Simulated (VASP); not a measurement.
TiAl, 2 atoms in the cell. Symmetry: Cmmm, No. 65, orthorhombic system. The conventional cell has a = 4.428 Å, b = 4.563 Å, c = 3.179 Å, α = 90.00°, β = 90.00°, γ = 90.00°. Ti (site symmetry mmm) has 8 Al at 2.73 to 2.78 Å and 6 Ti at 3.18 Å within 3.6 Å. Al (site symmetry mmm) has 8 Ti at 2.73 to 2.78 Å and 6 Al at 3.18 Å within 3.6 Å.  This cell differs from its parent crystal: strain -0.0300 x Voigt [0, 0, 0, 0, 0, 1].

* Program: VASP 6.6.1
* Task: single point
* Functional: r2SCAN
* Potentials or basis: VASP PAW PBE potentials, release 64 (Ti_sv, Al)
* Cutoff: 520 eV
* k mesh: 16 × 16 × 16
* Occupations: gaussian, width 0.15 eV
* Spin: no spin polarisation
* Dipole correction: no
* Further INCAR settings: ALGO = Normal; EDIFF = 1e-06; NBANDS = 14

Potentials or basis: VASP PAW PBE potentials, release 64 (Ti_sv, Al).

Run with:

```console
$ cat potpaw_PBE.64/Ti_sv/POTCAR potpaw_PBE.64/Al/POTCAR > POTCAR
$ cp INCAR.step1 INCAR
$ mpirun -np 1 vasp_std > vasp.out
$ cp INCAR.step2 INCAR
$ mpirun -np 1 vasp_std > vasp.out
```

Hardware: 1 thread of Oxide Virtual Turin-like Processor (shared host).

Problem. How long does it take, and how much memory?

Solution. Wall time 16 min on 1 thread of Oxide Virtual Turin-like Processor (shared host), peak memory 0.37 GiB. Counts: k points 657.
